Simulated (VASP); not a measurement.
# Nb16C (a cell with a defect) in VASP: relaxation of the atoms with PBE+D3(BJ)

Aim: the relaxation of the atoms of Nb16C (a cell with a defect) with PBE+D3(BJ).

All numbers are computed with VASP 6.6.1; they aren't measurements. Logs are shortened: lines on timing, memory, paths and dates and some standing lists are left out, and cuts for length are marked.

## (1) The cell of the first run

The cell holds a defect, 17 atoms: a = 6.600 Å, b = 6.600 Å, c = 6.600 Å, α = 90.00°, β = 90.00°, γ = 90.00°.

## (2) Relaxation of the atoms, PBE+D3(BJ)

Contents of INCAR:

```
SYSTEM = Nb16C
PREC = Accurate ; ENCUT = 520
EDIFF = 1E-7 ; ISMEAR = -1
SIGMA = 0.05 ; LREAL = .False.
LASPH = .True. ; NELM = 120
ALGO = Normal ; ISIF = 2
LWAVE = .False. ; LCHARG = .False.
GGA = PE ; IVDW = 12
IBRION = 2 ; NSW = 45
EDIFFG = -0.08 ; GGA_COMPAT = .False.
NELMIN = 4 ; KPAR = 2
NCORE = 2
```

Contents of KPOINTS:

```
regular mesh
0
Gamma
  2 2 2
  0 0 0
```

Contents of POSCAR:

```
Nb16C
1.0
    6.6000000000      0.0000000000      0.0000000000
    0.0000000000      6.6000000000      0.0000000000
    0.0000000000      0.0000000000      6.6000000000
Nb C
16 1
Direct
    0.0000000000      0.0000000000      0.0000000000
    0.5000000000      0.0000000000      0.0000000000
    0.0000000000      0.5000000000      0.0000000000
    0.0000000000      0.0000000000      0.5000000000
    0.2500000000      0.2500000000      0.2500000000
    0.5000000000      0.5000000000      0.0000000000
    0.5000000000      0.0000000000      0.5000000000
    0.7500000000      0.2500000000      0.2500000000
    0.0000000000      0.5000000000      0.5000000000
    0.2500000000      0.7500000000      0.2500000000
    0.2500000000      0.2500000000      0.7500000000
    0.5000000000      0.5000000000      0.5000000000
    0.7500000000      0.7500000000      0.2500000000
    0.7500000000      0.2500000000      0.7500000000
    0.2500000000      0.7500000000      0.7500000000
    0.7500000000      0.7500000000      0.7500000000
    0.8739232000      0.7507371000     -0.0039426000
```

Potentials or basis: VASP PAW PBE potentials, release 64 (Nb_sv, C).

Run with:

```bash
$ cat potpaw_PBE.64/Nb_sv/POTCAR potpaw_PBE.64/C/POTCAR > POTCAR
$ mpirun -np 4 vasp_std > vasp.out
```

OUTCAR:

```text
SYSTEM = Nb16C
   PREC = Accurate
   ENCUT = 520
   EDIFF = 1E-7
   ISMEAR = -1
   LREAL = .False.
   LASPH = .True.
   NELM = 120
   ISIF = 2
   GGA = PE
   IVDW = 12
   IBRION = 2
   NSW = 45
   EDIFFG = -0.08
   NELMIN = 4
 IVDW          = 12

 ion  position               nearest neighbor table
   1  0.000  0.000  0.000-  17 1.84   8 2.86  10 2.86  11 2.86  13 2.86  14 2.86  15 2.86  16 2.86
                             5 2.86
   2  0.500  0.000  0.000-   5 2.86   8 2.86  10 2.86  11 2.86  13 2.86  14 2.86  15 2.86  16 2.86

   3  0.000  0.500  0.000-  17 1.85   8 2.86  10 2.86  11 2.86  13 2.86  14 2.86  15 2.86  16 2.86
                             5 2.86
   4  0.000  0.000  0.500-   5 2.86   8 2.86  10 2.86  11 2.86  13 2.86  14 2.86  15 2.86  16 2.86
[... 21 lines left out ...]
  15  0.250  0.750  0.750-   1 2.86   2 2.86   3 2.86   4 2.86   6 2.86   7 2.86   9 2.86  12 2.86

  16  0.750  0.750  0.750-  17 1.82   2 2.86   3 2.86   4 2.86   6 2.86   7 2.86   9 2.86  12 2.86
                             1 2.86
  17  0.874  0.751  0.996-  16 1.82   1 1.84   3 1.85  13 1.86

  LATTYP: Found a simple cubic cell.
 ALAT       =     6.6000000000

  Lattice vectors:

 A1 = (   6.6000000000,   0.0000000000,   0.0000000000)
 A2 = (   0.0000000000,   6.6000000000,   0.0000000000)
 A3 = (   0.0000000000,   0.0000000000,   6.6000000000)

Analysis of symmetry for initial positions (statically):
=====================================================================
 Subroutine PRICEL returns:
 Original cell was already a primitive cell.

 Routine SETGRP: Setting up the symmetry group for a
 simple cubic supercell.

 Subroutine GETGRP returns: Found  1 space group operations
 (whereof  1 operations were pure point group operations)
 out of a pool of 48 trial point group operations.

The static configuration has the point symmetry C_1 .

Analysis of symmetry for dynamics (positions and initial velocities):
=====================================================================
 Subroutine PRICEL returns:
 Original cell was already a primitive cell.

 Routine SETGRP: Setting up the symmetry group for a
 simple cubic supercell.

 Subroutine GETGRP returns: Found  1 space group operations
 (whereof  1 operations were pure point group operations)
 out of a pool of 48 trial point group operations.

The dynamic configuration has the point symmetry C_1 .

 Subroutine INISYM returns: Found  1 space group operations
 (whereof  1 operations are pure point group operations),
 and found     1 'primitive' translations

----------------------------------------------------------------------------------------

                                     Primitive cell

[... 101 lines left out ...]
   ENCUT  =  520.0 eV  38.22 Ry    6.18 a.u.  12.27 12.27 12.27*2*pi/ulx,y,z
   NELM   =    120;   NELMIN=  4; NELMDL= -5     # of ELM steps
   EDIFF  = 0.1E-06   stopping-criterion for ELM
   LREAL  =      F    real-space projection
   EDIFFG = -.8E-01   stopping-criterion for IOM
   NSW    =     45    number of steps for IOM
   IBRION =      2    ionic relax: 0-MD 1-quasi-New 2-CG
   NFREE  =      1    steps in history (QN), initial steepest desc. (CG)
   ISIF   =      2    stress and relaxation
   ISYM   =      2    0-nonsym 1-usesym 2-fastsym
   POTIM  = 0.5000    time-step for ionic-motion
   TEBEG  =    0.0;   TEEND  =   0.0 temperature during run
   PSTRESS=    0.0 pullay stress
   NELECT =     212.0000    total number of electrons
   NUPDOWN=      -1.0000    fix difference up-down
   EMIN   =  10.00;   EMAX   =-10.00  energy-range for DOS
   EFERMI =   0.00;   METHOD = LEGACY
   ISMEAR =    -1;   SIGMA  =   0.05  broadening in eV -4-tet -1-fermi 0-gaus
   EFERMI_NEDOS =   21; number of points for ismear=-14 and -15
   IALGO  =     38    algorithm
   IMIX   =      4    mixing-type and parameters
     AMIX     =   0.40;   BMIX     =  1.00
     AMIX_MAG =   1.60;   BMIX_MAG =  1.00
  volume/ion in A,a.u.               =      16.91       114.12
  Fermi-wavevector in a.u.,A,eV,Ry     =   1.479027  2.794956 29.763039  2.187522
  Thomas-Fermi vector in A             =   2.593236
   LORBIT       =      0    0 simple, 1 ext, 2 COOP (PROOUT), +10 PAW based schemes
   GGA     = PE    functional components
   LHFCALC =     F    Hartree Fock is set to
   AEXX    =    0.0000 exact exchange contribution
   IVDW    =    12    specifies the selected vdW correction
   LEPSILON=     F    determine dielectric tensor
   LRPA    =     F    only Hartree local field effects (RPA)
 conjugate gradient relaxation of ions
 non-spin polarized calculation
  energy-cutoff  :      520.00
  volume of cell :      287.50
 maximum number of plane-waves:      7809
 NGX is ok and might be reduce to    50
   NGX = 25   NGY = 25   NGZ = 25

--------------------------------------- Ionic step        1  -------------------------------------------

 number of electron     212.0000034 magnetization

 Free energy of the ion-electron system (eV)
  ---------------------------------------------------
  ext. energy  EPLUGINS =         0.00000000
  ---------------------------------------------------
  free energy    TOTEN  =      -170.53762907 eV

  energy without entropy =     -170.43255326  energy(sigma->0) =     -170.48509117

------------------------ aborting loop because EDIFF is reached ----------------------------------------

 Edisp (eV)  -12.23353

 E8    (eV) :    -5.9000
[... 150 lines left out ...]
  FREE ENERGIE OF THE ION-ELECTRON SYSTEM (eV)
  ---------------------------------------------------
  free  energy   TOTEN  =      -184.8231559168 eV

  energy  without entropy=     -184.7210849118  energy(sigma->0) =     -184.77212041

[... ionic steps 4 to 7 ...]

--------------------------------------- Ionic step        8  -------------------------------------------

 number of electron     212.0000015 magnetization

------------------------ aborting loop because EDIFF is reached ----------------------------------------
[... 105 lines left out ...]
--------------------------------------- Ionic step       10  -------------------------------------------

 number of electron     212.0000012 magnetization

 Free energy of the ion-electron system (eV)
  ---------------------------------------------------
  ext. energy  EPLUGINS =         0.00000000
  ---------------------------------------------------
  free energy    TOTEN  =      -172.73247533 eV

  energy without entropy =     -172.63899656  energy(sigma->0) =     -172.68573594

 E-fermi :  11.5352     XC(G=0): -12.6290

 val. band max:       11.5229951002   @ k =   0.5000   0.0000   0.0000
 cond. band min:      11.6210418093   @ k =   0.5000   0.0000   0.0000
 fundamental gap:      0.0980467091
 Fermi energy:        11.5352038740

 k-point     1 :       0.0000    0.0000    0.0000
  band No.  band energies     occupation
      1     -42.9799      2.00000
      2     -42.8119      2.00000
      3     -42.8103      2.00000
      4     -42.8069      2.00000
      5     -42.8006      2.00000
      6     -42.7979      2.00000
[... 957 lines left out ...]
    117      14.4817      0.00000
    118      14.4968      0.00000
 [bands above 118 left out]

------------------------ aborting loop because EDIFF is reached ----------------------------------------

 Edisp (eV)  -12.23353

 E8    (eV) :    -5.9001
[... 40 lines left out ...]
  FREE ENERGIE OF THE ION-ELECTRON SYSTEM (eV)
  ---------------------------------------------------
  free  energy   TOTEN  =      -184.9660089746 eV

  energy  without entropy=     -184.8725302052  energy(sigma->0) =     -184.91926959

 reached required accuracy - stopping structural energy minimisation
```

OSZICAR:

```text
N       E                     dE             d eps       ncg     rms          rms(c)
DAV:   1     0.316625696060E+04    0.31663E+04   -0.11561E+05  2032   0.178E+03
DAV:   2     0.120530382895E+03   -0.30457E+04   -0.29719E+04  2272   0.785E+02
DAV:   3    -0.154541240971E+03   -0.27507E+03   -0.26297E+03  3256   0.166E+02
DAV:   4    -0.180925104451E+03   -0.26384E+02   -0.25630E+02  3520   0.469E+01
[... 127 lines left out ...]
DAV:   6    -0.172732476527E+03    0.78246E-06   -0.82692E-05  3264   0.405E-02    0.992E-03
DAV:   7    -0.172732475570E+03    0.95694E-06   -0.93732E-06  3146   0.164E-02    0.627E-03
DAV:   8    -0.172732475182E+03    0.38770E-06   -0.36989E-06  3048   0.112E-02    0.268E-03
DAV:   9    -0.172732475314E+03   -0.13156E-06   -0.89781E-07  2872   0.479E-03    0.124E-03
DAV:  10    -0.172732475328E+03   -0.14039E-07   -0.10669E-07  1376   0.238E-03
  10 F= -.18496601E+03 E0= -.18491927E+03  d E =-.567507E-02
```

It took 15 min on 4 MPI ranks of Intel Xeon Platinum 8375C at 2.90GHz (Ice Lake), shared host; peak memory 0.32 GiB.

What came out:

```
Free energy                  : -184.9660 eV
Energy gained by relaxing    : 129.1 meV/atom
Ionic steps                  : 10
Pressure after relaxing      : 1.1 GPa
Largest force after relaxing : 0.047 eV/Å
Band gap on the k mesh       : zero (band 106 reaches 12.22 eV, above the bottom of band 107 at 10.38 eV)
Dispersion energy per atom   : -0.720 eV
```

Forces in eV/Å, atoms in the order of the input:
```
Nb   0.016  0.009 -0.003
Nb   0.011 -0.044  0.003
Nb   0.017 -0.013 -0.003
Nb  -0.019  0.010 -0.004
Nb   0.027  0.001  0.028
Nb   0.013  0.045  0.003
Nb  -0.026  0.039 -0.004
Nb   0.020  0.001  0.006
Nb  -0.018 -0.009 -0.004
Nb  -0.009  0.000 -0.040
Nb   0.025  0.001 -0.037
Nb  -0.026 -0.037 -0.004
Nb  -0.008  0.001  0.023
Nb   0.028  0.001 -0.009
Nb   0.005  0.000  0.040
Nb  -0.016  0.001 -0.023
C   -0.039 -0.002  0.028
```

Stress tensor (GPa, compression positive):
```
-1.95  0.00  0.02
 0.00  2.49  0.00
 0.02  0.00  2.70
```

Step by step:
| step | energy change (eV) | largest force (eV/Å) | pressure (GPa) |
| --- | --- | --- | --- |
| 1 | 0.0000 | 7.1260 | 5.78 |
| 2 | -0.8873 | 4.4989 | 1.32 |
| 3 | -2.0520 | 0.9328 | 1.38 |
| 4 | -2.0518 | 0.9380 | 1.35 |
| 5 | -2.1735 | 0.2592 | 1.11 |
| 6 | -2.1784 | 0.3362 | 1.08 |
| 7 | -2.1891 | 0.2130 | 1.14 |
| 8 | -2.1892 | 0.1718 | 1.13 |
| 9 | -2.1936 | 0.0931 | 1.10 |
| 10 | -2.1949 | 0.0475 | 1.08 |

Final structure:
```
CELL_PARAMETERS angstrom
6.60000 0.00000 0.00000
0.00000 6.60000 0.00000
0.00000 0.00000 6.60000
ATOMIC_POSITIONS crystal
Nb 0.00838 0.02438 0.99992
Nb 0.50187 0.00377 0.99976
Nb 0.00834 0.47582 0.99991
Nb 0.00314 0.00152 0.49981
Nb 0.26087 0.25004 0.25336
Nb 0.50179 0.49628 0.99976
Nb 0.48905 0.00364 0.49980
Nb 0.74706 0.25004 0.25119
Nb 0.00313 0.49854 0.49981
Nb 0.24865 0.75004 0.25369
Nb 0.26076 0.25004 0.74653
Nb 0.48902 0.49638 0.49980
Nb 0.74159 0.75002 0.27460
Nb 0.74696 0.25004 0.74848
Nb 0.24826 0.75004 0.74598
Nb 0.74145 0.75001 0.72442
C 0.87358 0.75013 0.99923
```

Levels at points of the mesh, in eV from the Fermi level:
```csv
k point,band 104,band 105,band 106,band 107,band 108,band 109
"(0.00, 0.00, 0.00)",0.42,0.68,0.68,0.68,0.80,0.80
"(0.50, 0.00, 0.00)",-0.01,0.09,0.23,0.23,0.38,0.44
"(0.00, 0.50, 0.00)",-0.05,-0.04,0.25,0.28,0.39,0.47
"(0.00, 0.00, 0.50)",-0.05,-0.04,0.25,0.29,0.39,0.47
"(0.50, 0.50, 0.00)",-0.41,-0.41,-0.33,-0.24,-0.20,-0.19
"(0.00, 0.50, 0.50)",-0.51,-0.36,-0.36,-0.02,-0.02,0.36
"(0.50, 0.00, 0.50)",-0.40,-0.40,-0.33,-0.22,-0.20,-0.20
"(0.50, 0.50, 0.50)",-1.19,-1.17,-1.16,-1.16,-1.12,-1.12
```

Caveat: the k points lie up to 0.48 Å⁻¹ apart; the relaxation stopped at a loose force limit of 0.08 eV/Å, so its end isn't a converged minimum.
